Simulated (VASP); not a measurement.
# LiTlS3 (C2/m) in VASP: single point with HSE06

Aim: the single point of LiTlS3 with HSE06.

Program: VASP 6.6.1. These are calculated values, not measurements. Logs are shortened: lines on timing, memory, paths and dates and some standing lists are left out, and cuts for length are marked.

### 1 The cell of the first run

It takes space group C2/m (No. 12, monoclinic). The conventional cell has a = 11.649 Å, b = 7.343 Å, c = 6.838 Å, α = 90.00°, β = 125.57°, γ = 90.00°. Li (site symmetry 2) has 6 S at 2.68 to 3.42 Å within 3.5 Å. Within 2.7 Å of Tl (site symmetry m) lie 4 S at 2.05 to 2.24 Å. Within 3.0 Å of S (site symmetry 2) lie 2 Tl at 2.24 Å. Within 2.8 Å of S (site symmetry m) lie 1 Tl at 2.08 Å and 2 Li at 2.73 Å. S (site symmetry m) has 1 Tl at 2.05 Å and 2 Li at 2.68 Å within 2.7 Å.

### 2 Single point, HSE06

Input file POSCAR:

```
LiTlS3
1.0
    5.8243810000      3.6715460000      0.0000000000
    5.8243810000     -3.6715460000      0.0000000000
    3.9778560000      0.0000000000     -5.5620120000
Li Tl S
2 2 6
Direct
    0.2407000000      0.7593000000      0.0000000000
    0.7593000000      0.2407000000      0.0000000000
    0.1539000000      0.1539000000      0.4194000000
    0.8461000000      0.8461000000      0.5806000000
    0.7788000000      0.2212000000      0.5000000000
    0.2212000000      0.7788000000      0.5000000000
    0.1978000000      0.1978000000      0.6739000000
    0.8022000000      0.8022000000      0.3261000000
    0.3192000000      0.3192000000      0.0615000000
    0.6808000000      0.6808000000      0.9385000000
```

Input file INCAR.step1:

```
SYSTEM = LiTlS3
PREC = Accurate
ENCUT = 520
EDIFF = 1E-5
ISMEAR = -1
SIGMA = 0.1
LREAL = .False.
LASPH = .True.
NELM = 80
ALGO = Normal
ISIF = 2
LWAVE = .True.
LCHARG = .False.
NBANDS = 45
GGA = PE
```

Input file INCAR.step2:

```
SYSTEM = LiTlS3
PREC = Accurate
ENCUT = 520
EDIFF = 1E-6
ISMEAR = -1
SIGMA = 0.1
LREAL = .False.
LASPH = .True.
NELM = 80
ALGO = Normal
ISIF = 2
LWAVE = .False.
LCHARG = .False.
GGA = PE
LHFCALC = .True.
HFSCREEN = 0.2079
PRECFOCK = Fast
NBANDS = 45
ISTART = 1
```

Input file KPOINTS:

```
Automatic mesh
0
Gamma
  2 2 2
  0 0 0
```

Potentials or basis: VASP PAW PBE potentials, release 64 (Li_sv, Tl_d, S).

The run is started by

```console
> cat potpaw_PBE.64/Li_sv/POTCAR potpaw_PBE.64/Tl_d/POTCAR potpaw_PBE.64/S/POTCAR > POTCAR
> cp INCAR.step1 INCAR
> mpirun -np 1 vasp_std > vasp.out
> cp INCAR.step2 INCAR
> mpirun -np 1 vasp_std > vasp.out
```

OUTCAR:

```text
SYSTEM = LiTlS3
   PREC = Accurate
   ENCUT = 520
   EDIFF = 1E-6
   ISMEAR = -1
   LREAL = .False.
   LASPH = .True.
   NELM = 80
   ISIF = 2
   GGA = PE
   LHFCALC = .True.
   HFSCREEN = 0.2079
   PRECFOCK = Fast
   ISTART = 1

 ion  position               nearest neighbor table
   1  0.241  0.759  0.000-   9 2.68  10 2.68
   2  0.759  0.241  0.000-   9 2.68  10 2.68
   3  0.154  0.154  0.419-   9 2.05   7 2.08   5 2.24   6 2.24   4 3.08
   4  0.846  0.846  0.581-  10 2.05   8 2.08   5 2.24   6 2.24   3 3.08
   5  0.779  0.221  0.500-   3 2.24   4 2.24
   6  0.221  0.779  0.500-   3 2.24   4 2.24
   7  0.198  0.198  0.674-   3 2.08
   8  0.802  0.802  0.326-   4 2.08
   9  0.319  0.319  0.062-   3 2.05   2 2.68   1 2.68
  10  0.681  0.681  0.938-   4 2.05   2 2.68   1 2.68

  LATTYP: Found a base centered monoclinic cell.
 ALAT       =    11.6487620000
 B/A-ratio  =     0.6303753137
 C/A-ratio  =     0.5870218976
 COS(beta)  =    -0.5817213232

  Lattice vectors:

 A1 = (  -5.8243810000,  -3.6715460000,   0.0000000000)
 A2 = (  -5.8243810000,   3.6715460000,   0.0000000000)
 A3 = (   3.9778560000,   0.0000000000,  -5.5620120000)

Analysis of symmetry for initial positions (statically):
=====================================================================
 Subroutine PRICEL returns:
 Original cell was already a primitive cell.

 Routine SETGRP: Setting up the symmetry group for a
 base centered monoclinic supercell.

 Subroutine GETGRP returns: Found  4 space group operations
 (whereof  4 operations were pure point group operations)
 out of a pool of  4 trial point group operations.

The static configuration has the point symmetry C_2h.

Analysis of symmetry for dynamics (positions and initial velocities):
=====================================================================
 Subroutine PRICEL returns:
 Original cell was already a primitive cell.

 Routine SETGRP: Setting up the symmetry group for a
 base centered monoclinic supercell.

 Subroutine GETGRP returns: Found  4 space group operations
 (whereof  4 operations were pure point group operations)
 out of a pool of  4 trial point group operations.

The dynamic configuration has the point symmetry C_2h.

 Subroutine INISYM returns: Found  4 space group operations
 (whereof  4 operations are pure point group operations),
 and found     1 'primitive' translations

----------------------------------------------------------------------------------------

                                     Primitive cell

  volume of cell :     237.8815

  direct lattice vectors                    reciprocal lattice vectors
     5.824381000  3.671546000  0.000000000     0.085846032  0.136182415  0.061395616
     5.824381000 -3.671546000  0.000000000     0.085846032 -0.136182415  0.061395616
     3.977856000  0.000000000 -5.562012000     0.000000000  0.000000000 -0.179791054

  length of vectors
     6.885031885  6.885031885  6.838078374     0.172292232  0.172292232  0.179791054

  position of ions in fractional coordinates (direct lattice)
     0.240700000  0.759300000  0.000000000
     0.759300000  0.240700000  0.000000000
     0.153900000  0.153900000  0.419400000
     0.846100000  0.846100000  0.580600000
     0.778800000  0.221200000  0.500000000
     0.221200000  0.778800000  0.500000000
     0.197800000  0.197800000  0.673900000
     0.802200000  0.802200000  0.326100000
     0.319200000  0.319200000  0.061500000
     0.680800000  0.680800000  0.938500000

  ion indices of the primitive-cell ions
   primitive index   ion index
                 1           1
                 2           2
                 3           3
                 4           4
                 5           5
                 6           6
                 7           7
                 8           8
                 9           9
                10          10

----------------------------------------------------------------------------------------

 KPOINTS: Automatic mesh

Automatic generation of k-mesh.
 Grid dimensions read from file:
 generate k-points for:    2    2    2

 Generating k-lattice:

  Cartesian coordinates                     Fractional coordinates (reciprocal lattice)
     0.042923016  0.068091207  0.030697808     0.500000000  0.000000000  0.000000000
     0.042923016 -0.068091207  0.030697808     0.000000000  0.500000000  0.000000000
     0.000000000  0.000000000 -0.089895527     0.000000000  0.000000000  0.500000000

  Length of vectors
     0.086146116  0.086146116  0.089895527

  Shift w.r.t. Gamma in fractional coordinates (k-lattice)
     0.000000000  0.000000000  0.000000000

 Subroutine IBZKPT returns following result:
 ===========================================

 Found      6 irreducible k-points:

 Following reciprocal coordinates:
            Coordinates               Weight
  0.000000  0.000000  0.000000      1.000000
  0.500000  0.000000  0.000000      2.000000
  0.500000  0.500000  0.000000      1.000000
  0.000000  0.000000  0.500000      1.000000
  0.500000  0.000000  0.500000      2.000000
  0.500000  0.500000  0.500000      1.000000
   k-points           NKPTS =      6   k-points in BZ     NKDIM =      8   number of bands    NBANDS=     45
   number of dos      NEDOS =    301   number of ions     NIONS =     10
   total plane-waves  NPLWV = 157464
   dimension x,y,z NGX =    54 NGY =   54 NGZ =   54
   dimension x,y,z NGXF=   108 NGYF=  108 NGZF=  108
   ions per type =               2   2   6
   NGX,Y,Z   is equivalent  to a cutoff of  13.04, 13.04, 13.13 a.u.
   NGXF,Y,Z  is equivalent  to a cutoff of  26.08, 26.08, 26.26 a.u.
 SYSTEM =  LiTlS3
   PREC   = accura    normal or accurate (medium, high low for compatibility)
   ISTART =      1    job   : 0-new  1-cont  2-samecut
   ICHARG =      0    charge: 1-file 2-atom 10-const
   ISPIN  =      1    spin polarized calculation?
   LNONCOLLINEAR =      F non collinear calculations
   LSORBIT =      F    spin-orbit coupling
   LASPH  =      T    aspherical Exc in radial PAW
   ENCUT  =  520.0 eV  38.22 Ry    6.18 a.u.  12.80 12.80 12.71*2*pi/ulx,y,z
   NELM   =     80;   NELMIN=  2; NELMDL=  0     # of ELM steps
   EDIFF  = 0.1E-05   stopping-criterion for ELM
   LREAL  =      F    real-space projection
   EDIFFG = 0.1E-04   stopping-criterion for IOM
   NSW    =      0    number of steps for IOM
   IBRION =     -1    ionic relax: 0-MD 1-quasi-New 2-CG
   NFREE  =      0    steps in history (QN), initial steepest desc. (CG)
   ISIF   =      2    stress and relaxation
   ISYM   =      3    0-nonsym 1-usesym 2-fastsym
   POTIM  = 0.5000    time-step for ionic-motion
   TEBEG  =    0.0;   TEEND  =   0.0 temperature during run
   PSTRESS=    0.0 pullay stress
   NELECT =      68.0000    total number of electrons
   NUPDOWN=      -1.0000    fix difference up-down
   EMIN   =  10.00;   EMAX   =-10.00  energy-range for DOS
   EFERMI =   0.00;   METHOD = LEGACY
   ISMEAR =    -1;   SIGMA  =   0.10  broadening in eV -4-tet -1-fermi 0-gaus
   EFERMI_NEDOS =   21; number of points for ismear=-14 and -15
   IALGO  =     38    algorithm
   IMIX   =      1    mixing-type and parameters
     AMIX     =   0.40;   BMIX     =  1.00
     AMIX_MAG =   1.60;   BMIX_MAG =  1.00
  volume/ion in A,a.u.               =      23.79       160.53
  Fermi-wavevector in a.u.,A,eV,Ry     =   1.078427  2.037932 15.823653  1.163006
  Thomas-Fermi vector in A             =   2.214366
   LORBIT       =      0    0 simple, 1 ext, 2 COOP (PROOUT), +10 PAW based schemes
   GGA     = PE    functional components
   LHFCALC =     T    Hartree Fock is set to
   PRECFOCK=fast      Normal, Fast or Accurate (Low or Medium for compatibility)
   ENCUT4O =  -1.0   cutoff for four orbital integrals eV
   NKREDX  =     1    reduce k-point grid by
   NKREDY  =     1    reduce k-point grid by
   NKREDZ  =     1    reduce k-point grid by
   AEXX    =    0.2500 exact exchange contribution
   HFSCREEN=    0.2079 screening length (either q_TF or 0.3 A-1)
   HFSCREENC=   0.2079 screening length for correlation (either q_TF or 0.3 A-1)
   ENCUTFOCK=  -1.0 apply spherical cutoff to Coloumb kernel
   IVDW    =     0    specifies the selected vdW correction
   LEPSILON=     F    determine dielectric tensor
   LRPA    =     F    only Hartree local field effects (RPA)
 non-spin polarized calculation
  energy-cutoff  :      520.00
  volume of cell :      237.88
 maximum number of plane-waves:      6460
 NGX is ok and might be reduce to    54
  NGX = 28; NGY = 28; NGZ = 28

 number of electron      68.0000004 magnetization

 Free energy of the ion-electron system (eV)
  ---------------------------------------------------
  ext. energy  EPLUGINS =         0.00000000
  ---------------------------------------------------
  free energy    TOTEN  =       -30.66040488 eV

  energy without entropy =      -30.45953212  energy(sigma->0) =      -30.55996850

 E-fermi :   1.9064     XC(G=0):  -7.1049

 val. band max:        1.8944752016   @ k =   0.5000   0.0000   0.5000
 cond. band min:       1.9676125261   @ k =   0.0000   0.0000   0.5000
 fundamental gap:      0.0731373246
 Fermi energy:         1.9063788891

 k-point     1 :       0.0000    0.0000    0.0000
  band No.  band energies     occupation
      1     -46.6525      2.00000
      2     -46.6516      2.00000
      3     -14.2927      2.00000
      4     -14.0181      2.00000
      5     -13.9250      2.00000
      6     -13.8639      2.00000
[... 37 lines left out ...]
     44       9.8107      0.00000
     45       9.9606      0.00000

 k-point     2 :       0.5000    0.0000    0.0000
  band No.  band energies     occupation
      1     -46.6523      2.00000
      2     -46.6519      2.00000
      3     -14.2109      2.00000
      4     -14.0371      2.00000
      5     -13.9050      2.00000
      6     -13.9035      2.00000
[... 184 lines left out ...]
 k-point     6 :       0.5000    0.5000    0.5000
  band No.  band energies     occupation
      1     -46.6525      2.00000
      2     -46.6516      2.00000
      3     -14.2110      2.00000
      4     -14.0133      2.00000
      5     -13.9059      2.00000
      6     -13.8663      2.00000
[... 37 lines left out ...]
     44       9.6253      0.00000
     45       9.9864      0.00000

------------------------ aborting loop because EDIFF is reached ----------------------------------------

  FORCE on cell =-STRESS in cart. coord.  units (eV):
  Direction    XX          YY          ZZ          XY          YZ          ZX
  --------------------------------------------------------------------------------------
  -------------------------------------------------------------------------------------
  Total       35.1469776     18.5787593     49.0314288      0.0000000      0.0000000     -2.1597718
  in kB      236.7216062    125.1314923    330.2360369      0.0000000      0.0000000    -14.5464754
  external PRESSURE =     230.6963785 kB  Pullay stress =       0.0000000 kB

 VOLUME and BASIS-vectors are now :
 -----------------------------------------------------------------------------
  energy-cutoff  :      520.00
  volume of cell :      237.88
      direct lattice vectors                 reciprocal lattice vectors
     5.824381000  3.671546000  0.000000000     0.085846032  0.136182415  0.061395616
     5.824381000 -3.671546000  0.000000000     0.085846032 -0.136182415  0.061395616
     3.977856000  0.000000000 -5.562012000     0.000000000  0.000000000 -0.179791054

 POSITION                                       TOTAL-FORCE (eV/Angst)
 -----------------------------------------------------------------------------------
      5.82438     -1.90406      0.00000        -0.000000      0.001113      0.000000
      5.82438      1.90406      0.00000        -0.000000     -0.001113      0.000000
      3.46106      0.00000     -2.33271        -1.021612      0.000000     -0.574118
     12.16556      0.00000     -3.22930         1.021612      0.000000      0.574118
      7.81331      2.04725     -2.78101        -0.000000     -6.754115     -0.000000
      7.81331     -2.04725     -2.78101        -0.000000      6.754115      0.000000
      4.98480      0.00000     -3.74824         5.743617      0.000000     -6.014693
     10.64182      0.00000     -1.81377        -5.743617      0.000000      6.014693
      3.96292      0.00000     -0.34206         2.517482      0.000000      8.933932
     11.66370      0.00000     -5.21995        -2.517482      0.000000     -8.933932
 -----------------------------------------------------------------------------------
    total drift:                                0.000000     -0.000019      0.000000

  FREE ENERGIE OF THE ION-ELECTRON SYSTEM (eV)
  ---------------------------------------------------
  free  energy   TOTEN  =       -30.6604048760 eV

  energy  without entropy=      -30.4595321180  energy(sigma->0) =      -30.55996850
```

Run time: 18 min. Hardware: 1 thread of AMD EPYC 7R43 (Zen 3), shared host; peak memory 0.53 GiB.

Results:

```
Free energy            : -30.6604 eV
Largest force          : 9.282 eV/Å
Band gap on the k mesh : zero (band 34 reaches 2.31 eV, above the bottom of band 35 at 1.64 eV)
```

Forces in eV/Å, atoms in the order of the input:
```
Li   0.000  0.001  0.000
Li   0.000 -0.001  0.000
Tl  -1.022  0.000 -0.574
Tl   1.022  0.000  0.574
S    0.000 -6.754  0.000
S    0.000  6.754  0.000
S    5.744  0.000 -6.015
S   -5.744  0.000  6.015
S    2.517  0.000  8.934
S   -2.517  0.000 -8.934
```

Levels at points of the mesh, in eV from the Fermi level:
| k point | band 30 | band 31 | band 32 | band 33 | band 34 | band 35 | band 36 | band 37 | band 38 | band 39 |
| --- | --- | --- | --- | --- | --- | --- | --- | --- | --- | --- |
| (0.00, 0.00, 0.00) | -0.78 | -0.63 | -0.44 | -0.36 | 0.41 | 0.52 | 0.85 | 4.85 | 5.99 | 6.36 |
| (0.50, 0.00, 0.00) | -1.13 | -0.98 | -0.91 | -0.40 | 0.21 | 0.32 | 0.36 | 5.94 | 6.07 | 6.18 |
| (0.50, 0.50, 0.00) | -1.03 | -1.00 | -0.58 | -0.55 | -0.44 | -0.26 | 0.27 | 5.77 | 6.29 | 6.75 |
| (0.00, 0.00, 0.50) | -1.07 | -0.71 | -0.69 | -0.47 | -0.12 | 0.06 | 0.19 | 5.51 | 5.70 | 6.66 |
| (0.50, 0.00, 0.50) | -1.02 | -0.99 | -0.93 | -0.89 | -0.11 | -0.01 | 0.33 | 5.91 | 6.06 | 6.55 |
| (0.50, 0.50, 0.50) | -0.97 | -0.96 | -0.80 | -0.51 | -0.51 | -0.06 | 0.14 | 5.83 | 6.19 | 6.46 |

Caveat: the k points lie up to 0.56 Å⁻¹ apart; the cutoff is under 1.25 times the usual one of these potentials, so pressure, stress and relaxed cells hold a basis-set (Pulay) error; the PAW data sets were made with another functional, which shifts forces and pressure a little; spin-orbit coupling is left out, which moves the levels of the heavy elements.
